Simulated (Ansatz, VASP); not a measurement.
**SrO: VASP beside Ansatz**

Contents of INCAR:

```
SYSTEM = SrO
  PREC = Accurate
  ENCUT = 520
  EDIFF = 1E-8
  ISMEAR = -1
  SIGMA = 0.02
  LREAL = .FALSE.
  LASPH = .TRUE.
  NELM = 80
  ALGO = Normal
  ISIF = 2
  LWAVE = .FALSE.
  LCHARG = .FALSE.
  GGA = PE
  LEFG = .TRUE.
  NBANDS = 15
```

Contents of KPOINTS:

```
Automatic mesh
0
G
  8 8 8
  0 0 0
```

POSCAR

```
SrO
1.0
    0.0000000000      2.5173403822      2.5173403822
    2.5173403822      0.0000000000      2.5173403822
    2.5173403822      2.5173403822      0.0000000000
Sr O
1 1
Direct
    0.0000000000      0.0000000000      0.0000000000
    0.5000000000      0.5000000000      0.5000000000
```

Input for Ansatz:

```yaml
crystal:
  lattice:
    - [0.0, 2.5173403822, 2.5173403822]
    - [2.5173403822, 0.0, 2.5173403822]
    - [2.5173403822, 2.5173403822, 0.0]
  atoms:
    - { symbol: Sr, position: [0.0, 0.0, 0.0] }
    - { symbol: O, position: [0.5, 0.5, 0.5] }
kpoints:
  mp_grid: { grid: [8, 8, 8] }
scf:
  occupations: { method: fermi_dirac, width: 0.02 }
hamiltonian:
  xc: pbe
  pseudopotentials: { kind: all_electron, datasets: crystal }
output:
  forces: true
  stress: true
  eigenvalues: true
  efg: { contact_densities: true }
```

Change from the starting cell: volume scaled by 0.94, crystal datasets.

Alike in both runs: task electric field gradients; functional PBE; k mesh 8 × 8 × 8; occupations fermi-dirac, width 0.02 eV; no spin polarisation.

|  | VASP | Ansatz |
| --- | --- | --- |
| version | VASP 6.6.1 | Ansatz 0.2.0 |
| potentials or method | VASP PAW PBE potentials, release 64 (Sr_sv, O), cutoff 520 eV | all-electron PAW with datasets made for the crystal, scalar-relativistic |

Ansatz gave:

- gap on the k mesh at the Fermi level (eV): 3.27
- pressure (GPa): 9.8

**Question.** Which values does VASP return?

**Answer.** gap on the k mesh at the Fermi level (eV): 3.22; pressure (GPa): 10.6.

Ansatz ran all-electron here, and VASP with PAW potentials.
